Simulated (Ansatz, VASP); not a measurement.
# Be: VASP beside Ansatz

File INCAR:

```
ALGO     = Normal         # electronic algorithm
EDIFF    = 1E-7           # SCF threshold, eV
ENCUT    = 520            # plane-wave cutoff, eV
GGA      = PE             # functional
ISIF     = 2              # what is computed and relaxed
ISMEAR   = -1             # smearing method
LASPH    = True           # aspherical terms in the spheres
LCHARG   = False          # write CHGCAR
LREAL    = False          # projectors in reciprocal space
LWAVE    = False          # write WAVECAR
NBANDS   = 9              # bands
NELM     = 60             # most SCF steps
PREC     = Accurate       # precision mode
SIGMA    = 0.6            # smearing width, eV
```

The input KPOINTS:

```
k-points
0
Gamma
  16 16 9
```

POSCAR

```
Be
1.0
    2.2656737714      0.0000000000      0.0000000000
   -1.1328368857      1.9621310427      0.0000000000
    0.0000000000      0.0000000000      3.5587036811
Be
2
Direct
    0.3333333333      0.6666666667      0.2500000000
    0.6666666667      0.3333333333      0.7500000000
```

Input for Ansatz:

```yaml
crystal:
  lattice:
    - [2.2656737714, 0.0, 0.0]
    - [-1.1328368857, 1.9621310427, 0.0]
    - [0.0, 0.0, 3.5587036811]
  atoms:
    - { symbol: Be, position: [0.3333333333, 0.6666666667, 0.25] }
    - { symbol: Be, position: [0.6666666667, 0.3333333333, 0.75] }
hamiltonian:
  xc: pbe
  pseudopotentials:
    kind: paw
    azcp:
      Be: "pseudopotentials/Be.paw.azcp"
basis:
  ecutwfc: 420
  fft_grid_basis: typed
kpoints:
  mp_grid: { grid: [16, 16, 9], shift: [0, 0, 0] }
magnetization:
  spin_polarized: false
scf:
  occupations: { method: fermi_dirac, width: 0.6 }
  lower_state_search: "off"
output:
  stress: true
  write_density: true
  write_potential: true
  elf: true
  volumetric_format: npy
```

Alike in both runs: task single point; functional PBE; k mesh 16 × 16 × 9; occupations fermi-dirac, width 0.6 eV; no spin polarisation.

|  | VASP | Ansatz |
| --- | --- | --- |
| version | VASP 6.6.1 | Ansatz 0.2.0 |
| potentials or method | VASP PAW PBE potentials, release 64 (Be), cutoff 520 eV | plane waves (420 eV) with PAW, scalar-relativistic |
| valence electrons in the cell | 4 | 4 |

```csv
,VASP,Ansatz,Ansatz less VASP
pressure (GPa),1.9,1.8,-0.15
"traceless stress, the component that is largest in VASP (GPa)",1.17,1.14,-0.031
```
